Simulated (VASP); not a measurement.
A run of VASP 6.6.1:

INCAR

```
PREC = Accurate
ENCUT = 520
EDIFF = 1E-6
ISMEAR = 0
SIGMA = 0.1
LREAL = F
LASPH = T
NELM = 150
ALGO = Normal
ISIF = 2
LWAVE = F
LCHARG = T
ISPIN = 2
MAGMOM = 0 2.35 0 0 0 0
LORBIT = 11
LMAXMIX = 4
GGA = PE
LELF = T
LVHAR = T
NBANDS = 31
```

KPOINTS

```
Automatic mesh
0
Gamma
  12 12 6
```

The input POSCAR:

```
TaMnB4
1.0
    2.9717771879      0.0000000000      0.0000000000
   -1.4858885939      2.5736345391      0.0000000000
    0.0000000000      0.0000000000      5.8296899088
Ta Mn B
1 1 4
Direct
    0.0000000000      0.0000000000      0.5000000000
    0.0000000000      0.0000000000      0.0000000000
    0.3333333333      0.6666666667      0.7719138117
    0.3333333333      0.6666666667      0.2280861883
    0.6666666667      0.3333333333      0.7719138117
    0.6666666667      0.3333333333      0.2280861883
```

Potentials or basis: VASP PAW PBE potentials, release 64 (Ta_pv, Mn_pv, B).

Run with:

```bash
$ cat potpaw_PBE.64/Ta_pv/POTCAR potpaw_PBE.64/Mn_pv/POTCAR potpaw_PBE.64/B/POTCAR > POTCAR
$ mpirun -np 1 vasp_std > vasp.out
```

Hardware: 1 thread of AMD EPYC 9R14 (Zen 4), on a shared host.

**Question.** Estimate the wall time of this run.

**Answer.** It took 2.7 min on 1 thread of AMD EPYC 9R14 (Zen 4), with other jobs on the host, peak memory 0.28 GiB. Counts: scf iterations 15, k points 76.
